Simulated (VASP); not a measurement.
# SiO2 (P4_12_12) in VASP: a series of runs

SiO2 is run at these levels: PBE, r2SCAN; tasks: single point.

Everything below comes from runs of VASP 6.6.1. Logs are shortened: lines on timing, memory, paths and dates and some standing lists are left out, and cuts for length are marked.

## Step 1: The cell of the first run

It takes space group P4_12_12 (No. 92, tetragonal). The conventional cell has a = 4.979 Å, b = 4.979 Å, c = 6.915 Å, α = 90.00°, β = 90.00°, γ = 90.00°. Si (site symmetry 2) has 4 O at 1.61 Å within 2.1 Å. Within 2.1 Å of O (site symmetry 1) lie 2 Si at 1.61 Å.

## Step 2: Single point, PBE

Contents of INCAR:

```
ALGO = Normal
EDIFF = 1E-6
ENCUT = 520
GGA = PE
ISIF = 2
ISMEAR = 0
LASPH = T
LCHARG = T
LELF = T
LREAL = F
LVHAR = T
LWAVE = F
NBANDS = 44
NELM = 80
PREC = Accurate
SIGMA = 0.01
```

Contents of KPOINTS:

```
k-points
0
Gamma
  6 6 4
```

Contents of POSCAR:

```
SiO2
1.0
    4.9791700487      0.0000000000      0.0000000000
    0.0000000000      4.9791700487      0.0000000000
    0.0000000000      0.0000000000      6.9148784489
Si O
4 8
Direct
    0.3024588131      0.3024588131      0.0000000000
    0.1975411869      0.8024588131      0.2500000000
    0.6975411869      0.6975411869      0.5000000000
    0.8024588131      0.1975411869      0.7500000000
    0.2381684589      0.1092706349      0.1814546508
    0.3907293651      0.7381684589      0.4314546508
    0.7618315411      0.8907293651      0.6814546508
    0.6092706349      0.2618315411      0.9314546508
    0.7381684589      0.3907293651      0.5685453492
    0.8907293651      0.7618315411      0.3185453492
    0.2618315411      0.6092706349      0.0685453492
    0.1092706349      0.2381684589      0.8185453492
```

Potentials or basis: VASP PAW PBE potentials, release 64 (Si, O).

Started as:

```
$ cat potpaw_PBE.64/Si/POTCAR potpaw_PBE.64/O/POTCAR > POTCAR
$ mpirun -np 1 vasp_std > vasp.out
```

OUTCAR:

```text
EDIFF = 1E-6
   ENCUT = 520
   GGA = PE
   ISIF = 2
   ISMEAR = 0
   LASPH = T
   LREAL = F
   NELM = 80
   PREC = Accurate

 ion  position               nearest neighbor table
   1  0.302  0.302  0.000-   8 1.61  11 1.61   5 1.61  12 1.61   2 3.08   4 3.08   2 3.08   4 3.08

   2  0.198  0.802  0.250-   5 1.61  10 1.61   6 1.61  11 1.61   1 3.08   3 3.08   1 3.08   3 3.08

   3  0.698  0.698  0.500-   6 1.61   9 1.61   7 1.61  10 1.61   2 3.08   4 3.08   4 3.08   2 3.08

   4  0.802  0.198  0.750-   7 1.61  12 1.61   9 1.61   8 1.61   1 3.08   3 3.08   3 3.08   1 3.08

   5  0.238  0.109  0.181-   2 1.61   1 1.61
   6  0.391  0.738  0.431-   3 1.61   2 1.61
   7  0.762  0.891  0.681-   4 1.61   3 1.61
   8  0.609  0.262  0.931-   1 1.61   4 1.61
   9  0.738  0.391  0.569-   3 1.61   4 1.61
  10  0.891  0.762  0.319-   2 1.61   3 1.61
  11  0.262  0.609  0.069-   1 1.61   2 1.61
  12  0.109  0.238  0.819-   4 1.61   1 1.61

  LATTYP: Found a simple tetragonal cell.
 ALAT       =     4.9791700487
 C/A-ratio  =     1.3887612556

  Lattice vectors:

 A1 = (   4.9791700487,   0.0000000000,   0.0000000000)
 A2 = (   0.0000000000,   4.9791700487,   0.0000000000)
 A3 = (   0.0000000000,   0.0000000000,   6.9148784489)

Analysis of symmetry for initial positions (statically):
=====================================================================
 Subroutine PRICEL returns:
 Original cell was already a primitive cell.

 Routine SETGRP: Setting up the symmetry group for a
 simple tetragonal supercell.

 Subroutine GETGRP returns: Found  8 space group operations
 (whereof  2 operations were pure point group operations)
 out of a pool of 16 trial point group operations.

The static configuration has the point symmetry C_2 .
 The point group associated with its full space group is D_4 .

Analysis of symmetry for dynamics (positions and initial velocities):
=====================================================================
 Subroutine PRICEL returns:
 Original cell was already a primitive cell.

 Routine SETGRP: Setting up the symmetry group for a
 simple tetragonal supercell.

 Subroutine GETGRP returns: Found  8 space group operations
 (whereof  2 operations were pure point group operations)
 out of a pool of 16 trial point group operations.

The dynamic configuration has the point symmetry C_2 .
 The point group associated with its full space group is D_4 .

 Subroutine INISYM returns: Found  8 space group operations
 (whereof  2 operations are pure point group operations),
 and found     1 'primitive' translations

----------------------------------------------------------------------------------------

                                     Primitive cell

  volume of cell :     171.4346

  direct lattice vectors                    reciprocal lattice vectors
     4.979170049  0.000000000  0.000000000     0.200836684  0.000000000  0.000000000
     0.000000000  4.979170049  0.000000000     0.000000000  0.200836684  0.000000000
     0.000000000  0.000000000  6.914878449     0.000000000  0.000000000  0.144615702

  length of vectors
     4.979170049  4.979170049  6.914878449     0.200836684  0.200836684  0.144615702

  position of ions in fractional coordinates (direct lattice)
     0.302458813  0.302458813  0.000000000
     0.197541187  0.802458813  0.250000000
     0.697541187  0.697541187  0.500000000
     0.802458813  0.197541187  0.750000000
     0.238168459  0.109270635  0.181454651
     0.390729365  0.738168459  0.431454651
     0.761831541  0.890729365  0.681454651
     0.609270635  0.261831541  0.931454651
     0.738168459  0.390729365  0.568545349
     0.890729365  0.761831541  0.318545349
     0.261831541  0.609270635  0.068545349
     0.109270635  0.238168459  0.818545349

  ion indices of the primitive-cell ions
   primitive index   ion index
                 1           1
                 2           2
                 3           3
                 4           4
                 5           5
                 6           6
                 7           7
                 8           8
                 9           9
                10          10
                11          11
                12          12

----------------------------------------------------------------------------------------

 KPOINTS: k-points

Automatic generation of k-mesh.
 Grid dimensions read from file:
 generate k-points for:    6    6    4

 Generating k-lattice:

  Cartesian coordinates                     Fractional coordinates (reciprocal lattice)
     0.033472781  0.000000000  0.000000000     0.166666667  0.000000000  0.000000000
     0.000000000  0.033472781  0.000000000     0.000000000  0.166666667  0.000000000
     0.000000000  0.000000000  0.036153925     0.000000000  0.000000000  0.250000000

  Length of vectors
     0.033472781  0.033472781  0.036153925

  Shift w.r.t. Gamma in fractional coordinates (k-lattice)
     0.000000000  0.000000000  0.000000000

 Subroutine IBZKPT returns following result:
 ===========================================

 Found     30 irreducible k-points:

 Following reciprocal coordinates:
            Coordinates               Weight
  0.000000  0.000000  0.000000      1.000000
  0.166667  0.000000  0.000000      4.000000
  0.333333  0.000000  0.000000      4.000000
  0.500000  0.000000  0.000000      2.000000
  0.166667  0.166667  0.000000      4.000000
  0.333333  0.166667  0.000000      8.000000
[... 16 lines left out ...]
  0.333333  0.000000  0.500000      4.000000
  0.500000  0.000000  0.500000      2.000000
 [... further k-points ...]
   k-points           NKPTS =     30   k-points in BZ     NKDIM =     30   number of bands    NBANDS=     44
   number of dos      NEDOS =    301   number of ions     NIONS =     12
   total plane-waves  NPLWV =  86400
   dimension x,y,z NGX =    40 NGY =   40 NGZ =   54
   dimension x,y,z NGXF=    80 NGYF=   80 NGZF=  108
   ions per type =               4   8
   NGX,Y,Z   is equivalent  to a cutoff of  13.36, 13.36, 12.98 a.u.
   NGXF,Y,Z  is equivalent  to a cutoff of  26.71, 26.71, 25.97 a.u.
 SYSTEM =  unknown system
   PREC   = accura    normal or accurate (medium, high low for compatibility)
   ISTART =      0    job   : 0-new  1-cont  2-samecut
   ICHARG =      2    charge: 1-file 2-atom 10-const
   ISPIN  =      1    spin polarized calculation?
   LNONCOLLINEAR =      F non collinear calculations
   LSORBIT =      F    spin-orbit coupling
   LASPH  =      T    aspherical Exc in radial PAW
   ENCUT  =  520.0 eV  38.22 Ry    6.18 a.u.   9.26  9.26 12.86*2*pi/ulx,y,z
   NELM   =     80;   NELMIN=  2; NELMDL= -5     # of ELM steps
   EDIFF  = 0.1E-05   stopping-criterion for ELM
   LREAL  =      F    real-space projection
   EDIFFG = 0.1E-04   stopping-criterion for IOM
   NSW    =      0    number of steps for IOM
   IBRION =     -1    ionic relax: 0-MD 1-quasi-New 2-CG
   NFREE  =      0    steps in history (QN), initial steepest desc. (CG)
   ISIF   =      2    stress and relaxation
   ISYM   =      2    0-nonsym 1-usesym 2-fastsym
   POTIM  = 0.5000    time-step for ionic-motion
   TEBEG  =    0.0;   TEEND  =   0.0 temperature during run
   PSTRESS=    0.0 pullay stress
   NELECT =      64.0000    total number of electrons
   NUPDOWN=      -1.0000    fix difference up-down
   EMIN   =  10.00;   EMAX   =-10.00  energy-range for DOS
   EFERMI =   0.00;   METHOD = LEGACY
   ISMEAR =     0;   SIGMA  =   0.01  broadening in eV -4-tet -1-fermi 0-gaus
   EFERMI_NEDOS =   21; number of points for ismear=-14 and -15
   IALGO  =     38    algorithm
   IMIX   =      4    mixing-type and parameters
     AMIX     =   0.40;   BMIX     =  1.00
     AMIX_MAG =   1.60;   BMIX_MAG =  1.00
  volume/ion in A,a.u.               =      14.29        96.41
  Fermi-wavevector in a.u.,A,eV,Ry     =   1.178787  2.227584 18.905823  1.389539
  Thomas-Fermi vector in A             =   2.315110
   LORBIT       =      0    0 simple, 1 ext, 2 COOP (PROOUT), +10 PAW based schemes
   GGA     = PE    functional components
   LHFCALC =     F    Hartree Fock is set to
   AEXX    =    0.0000 exact exchange contribution
   IVDW    =     0    specifies the selected vdW correction
   LEPSILON=     F    determine dielectric tensor
   LRPA    =     F    only Hartree local field effects (RPA)
 non-spin polarized calculation
 Gauss-broadening in eV      SIGMA  =   0.01
  energy-cutoff  :      520.00
  volume of cell :      171.43
 maximum number of plane-waves:      4646
 NGX is ok and might be reduce to    40
   NGX = 19   NGY = 19   NGZ = 25

 number of electron      63.9999965 magnetization

 Free energy of the ion-electron system (eV)
  ---------------------------------------------------
  ext. energy  EPLUGINS =         0.00000000
  ---------------------------------------------------
  free energy    TOTEN  =       -94.84559797 eV

  energy without entropy =      -94.84559797  energy(sigma->0) =      -94.84559797

 E-fermi :   0.2322     XC(G=0):  -8.4424

 val. band max:        0.1470374567   @ k =   0.0000   0.0000   0.0000
 cond. band min:       5.8736519805   @ k =   0.0000   0.0000   0.0000
 fundamental gap:      5.7266145238
 Fermi energy:         0.2321671938

 k-point     1 :       0.0000    0.0000    0.0000
  band No.  band energies     occupation
      1     -19.3174      2.00000
      2     -18.4122      2.00000
      3     -18.4122      2.00000
      4     -17.2491      2.00000
      5     -17.2049      2.00000
      6     -17.1990      2.00000
[... 36 lines left out ...]
     43      11.5532      0.00000
     44      11.7005      0.00000
[... 1040 lines left out ...]
      4     -17.8828      2.00000
      5     -17.2478      2.00000
      6     -17.2478      2.00000
[... 36 lines left out ...]
     43      11.6349      0.00000
     44      11.6448      0.00000

 [... further k-points ...]

------------------------ aborting loop because EDIFF is reached ----------------------------------------

  FORCE on cell =-STRESS in cart. coord.  units (eV):
  Direction    XX          YY          ZZ          XY          YZ          ZX
  --------------------------------------------------------------------------------------
  -------------------------------------------------------------------------------------
  Total        5.1208628      5.1208628      5.2916160      0.0000000      0.0000000     -0.0000000
  in kB       47.8580785     47.8580785     49.4538873      0.0000000      0.0000000     -0.0000000
  external PRESSURE =      48.3900147 kB  Pullay stress =       0.0000000 kB

 VOLUME and BASIS-vectors are now :
 -----------------------------------------------------------------------------
  energy-cutoff  :      520.00
  volume of cell :      171.43
      direct lattice vectors                 reciprocal lattice vectors
     4.979170049  0.000000000  0.000000000     0.200836684  0.000000000  0.000000000
     0.000000000  4.979170049  0.000000000     0.000000000  0.200836684  0.000000000
     0.000000000  0.000000000  6.914878449     0.000000000  0.000000000  0.144615702

 POSITION                                       TOTAL-FORCE (eV/Angst)
 -----------------------------------------------------------------------------------
      1.50599      1.50599      0.00000        -0.003477     -0.003477      0.000000
      0.98359      3.99558      1.72872         0.003477     -0.003477      0.000000
      3.47318      3.47318      3.45744         0.003477      0.003477      0.000000
      3.99558      0.98359      5.18616        -0.003477      0.003477      0.000000
      1.18588      0.54408      1.25474        -0.032384      0.144067      0.225319
      1.94551      3.67547      2.98346        -0.144067     -0.032384      0.225319
      3.79329      4.43509      4.71218         0.032384     -0.144067      0.225319
      3.03366      1.30370      6.44090         0.144067      0.032384      0.225319
      3.67547      1.94551      3.93142        -0.032384     -0.144067     -0.225319
      4.43509      3.79329      2.20270        -0.144067      0.032384     -0.225319
      1.30370      3.03366      0.47398         0.032384      0.144067     -0.225319
      0.54408      1.18588      5.66014         0.144067     -0.032384     -0.225319
 -----------------------------------------------------------------------------------
    total drift:                               -0.000000      0.000000      0.000000

  FREE ENERGIE OF THE ION-ELECTRON SYSTEM (eV)
  ---------------------------------------------------
  free  energy   TOTEN  =       -94.8455979676 eV

  energy  without entropy=      -94.8455979676  energy(sigma->0) =      -94.84559797
```

Wall time 2.5 min (1 thread of Intel Xeon Platinum 8488C (Sapphire Rapids), shared host); peak memory 0.35 GiB.

What came out:

- Free energy: -94.8456 eV
- Pressure: 4.8 GPa
- Largest force: 0.269 eV/Å
- Band gap on the k mesh: 5.73 eV

Forces on the atoms (eV/Å):
```
Si  -0.003 -0.003  0.000
Si   0.003 -0.003  0.000
Si   0.003  0.003  0.000
Si  -0.003  0.003  0.000
O   -0.032  0.144  0.225
O   -0.144 -0.032  0.225
O    0.032 -0.144  0.225
O    0.144  0.032  0.225
O   -0.032 -0.144 -0.225
O   -0.144  0.032 -0.225
O    0.032  0.144 -0.225
O    0.144 -0.032 -0.225
```

Caveat: the cell stands under pressure. A k mesh can miss the band edges.

## Step 3: Single point, r2SCAN

POSCAR is that of step 2.

Contents of INCAR.step1:

```
  PREC = Accurate
  ENCUT = 520
  ISMEAR = 0
  SIGMA = 0.01
  LREAL = False
  LASPH = True
  NELM = 80
  NBANDS = 44
  GGA = PE
  ALGO = Normal
  EDIFF = 1E-4
  LWAVE = True
  LCHARG = False
```

Contents of INCAR.step2:

```
  PREC = Accurate
  ENCUT = 520
  EDIFF = 1E-7
  ISMEAR = 0
  SIGMA = 0.01
  LREAL = False
  LASPH = True
  NELM = 80
  ALGO = Normal
  ISIF = 2
  LWAVE = False
  LCHARG = True
  METAGGA = R2SCAN
  LMIXTAU = True
  LELF = True
  LVHAR = True
  NBANDS = 44
  ISTART = 1
```

Contents of KPOINTS:

```
regular mesh
0
Gamma
  6 6 4
```

Potentials or basis: VASP PAW PBE potentials, release 64 (Si, O).

Started as:

```
$ cat potpaw_PBE.64/Si/POTCAR potpaw_PBE.64/O/POTCAR > POTCAR
$ cp INCAR.step1 INCAR
$ mpirun -np 1 vasp_std > vasp.out
$ cp INCAR.step2 INCAR
$ mpirun -np 1 vasp_std > vasp.out
```

OUTCAR:

```text
PREC = Accurate
   ENCUT = 520
   EDIFF = 1E-7
   ISMEAR = 0
   LREAL = False
   LASPH = True
   NELM = 80
   ISIF = 2
   METAGGA = R2SCAN
   ISTART = 1

 ion  position               nearest neighbor table
   1  0.302  0.302  0.000-   8 1.61  11 1.61   5 1.61  12 1.61   2 3.08   4 3.08   2 3.08   4 3.08

   2  0.198  0.802  0.250-   5 1.61  10 1.61   6 1.61  11 1.61   1 3.08   3 3.08   1 3.08   3 3.08

   3  0.698  0.698  0.500-   6 1.61   9 1.61   7 1.61  10 1.61   2 3.08   4 3.08   4 3.08   2 3.08

   4  0.802  0.198  0.750-   7 1.61  12 1.61   9 1.61   8 1.61   1 3.08   3 3.08   3 3.08   1 3.08

   5  0.238  0.109  0.181-   2 1.61   1 1.61
   6  0.391  0.738  0.431-   3 1.61   2 1.61
   7  0.762  0.891  0.681-   4 1.61   3 1.61
   8  0.609  0.262  0.931-   1 1.61   4 1.61
   9  0.738  0.391  0.569-   3 1.61   4 1.61
  10  0.891  0.762  0.319-   2 1.61   3 1.61
  11  0.262  0.609  0.069-   1 1.61   2 1.61
  12  0.109  0.238  0.819-   4 1.61   1 1.61

  LATTYP: Found a simple tetragonal cell.
 ALAT       =     4.9791700487
[... 218 lines left out ...]
      5     -18.6746      2.00000
      6     -18.6688      2.00000
[... 1117 lines left out ...]
     43      12.0989      0.00000
     44      12.0989      0.00000

 [... further k-points ...]

------------------------ aborting loop because EDIFF is reached ----------------------------------------

  FORCE on cell =-STRESS in cart. coord.  units (eV):
  Direction    XX          YY          ZZ          XY          YZ          ZX
  --------------------------------------------------------------------------------------
  -------------------------------------------------------------------------------------
  Total        0.2604108      0.2604108      0.2040075      0.0000000      0.0000000      0.0000000
  in kB        2.4337232      2.4337232      1.9065943      0.0000000      0.0000000      0.0000000
  external PRESSURE =       2.2580136 kB  Pullay stress =       0.0000000 kB

 VOLUME and BASIS-vectors are now :
 -----------------------------------------------------------------------------
  energy-cutoff  :      520.00
  volume of cell :      171.43
      direct lattice vectors                 reciprocal lattice vectors
     4.979170049  0.000000000  0.000000000     0.200836684  0.000000000  0.000000000
     0.000000000  4.979170049  0.000000000     0.000000000  0.200836684  0.000000000
     0.000000000  0.000000000  6.914878449     0.000000000  0.000000000  0.144615702

 POSITION                                       TOTAL-FORCE (eV/Angst)
 -----------------------------------------------------------------------------------
      1.50599      1.50599      0.00000         0.019009      0.019009     -0.000000
      0.98359      3.99558      1.72872        -0.019009      0.019009     -0.000000
      3.47318      3.47318      3.45744        -0.019009     -0.019009     -0.000000
      3.99558      0.98359      5.18616         0.019009     -0.019009     -0.000000
      1.18588      0.54408      1.25474         0.000119      0.002676     -0.002434
      1.94551      3.67547      2.98346        -0.002676      0.000119     -0.002434
      3.79329      4.43509      4.71218        -0.000119     -0.002676     -0.002434
      3.03366      1.30370      6.44090         0.002676     -0.000119     -0.002434
      3.67547      1.94551      3.93142         0.000119     -0.002676      0.002434
      4.43509      3.79329      2.20270        -0.002676     -0.000119      0.002434
      1.30370      3.03366      0.47398        -0.000119      0.002676      0.002434
      0.54408      1.18588      5.66014         0.002676      0.000119      0.002434
 -----------------------------------------------------------------------------------
    total drift:                               -0.000000      0.000000      0.000000

  FREE ENERGIE OF THE ION-ELECTRON SYSTEM (eV)
  ---------------------------------------------------
  free  energy   TOTEN  =      -119.1642296836 eV

  energy  without entropy=     -119.1642296836  energy(sigma->0) =     -119.16422968
```

OUTCAR.step1:

```text
PREC = Accurate
   ENCUT = 520
   ISMEAR = 0
   LREAL = False
   LASPH = True
[... 1395 lines left out ...]
      3.67547      1.94551      3.93142        -0.032110     -0.143537     -0.223931
      4.43509      3.79329      2.20270        -0.143537      0.032110     -0.223931
      1.30370      3.03366      0.47398         0.032110      0.143537     -0.223931
      0.54408      1.18588      5.66014         0.143537     -0.032110     -0.223931
 -----------------------------------------------------------------------------------
    total drift:                               -0.000000      0.000000      0.000000

  FREE ENERGIE OF THE ION-ELECTRON SYSTEM (eV)
  ---------------------------------------------------
  free  energy   TOTEN  =       -94.8455931285 eV

  energy  without entropy=      -94.8455931285  energy(sigma->0) =      -94.84559313
```

It took 9.1 min on 1 thread of Intel Xeon Platinum 8488C (Sapphire Rapids), shared host; peak memory 0.4 GiB.

Results:

```
Free energy            : -119.1642 eV
Pressure               : 0.2 GPa
Largest force          : 0.027 eV/Å
Band gap on the k mesh : 6.35 eV
```

Forces in eV/Å, atoms in the order of the input:
```
Si   0.019  0.019  0.000
Si  -0.019  0.019  0.000
Si  -0.019 -0.019  0.000
Si   0.019 -0.019  0.000
O    0.000  0.003 -0.002
O   -0.003  0.000 -0.002
O    0.000 -0.003 -0.002
O    0.003  0.000 -0.002
O    0.000 -0.003  0.002
O   -0.003  0.000  0.002
O    0.000  0.003  0.002
O    0.003  0.000  0.002
```

Caveat: the PAW data sets were made with another functional, which shifts forces and pressure a little. r2SCAN opens gaps a little over a GGA but as a rule still falls short of measured ones.
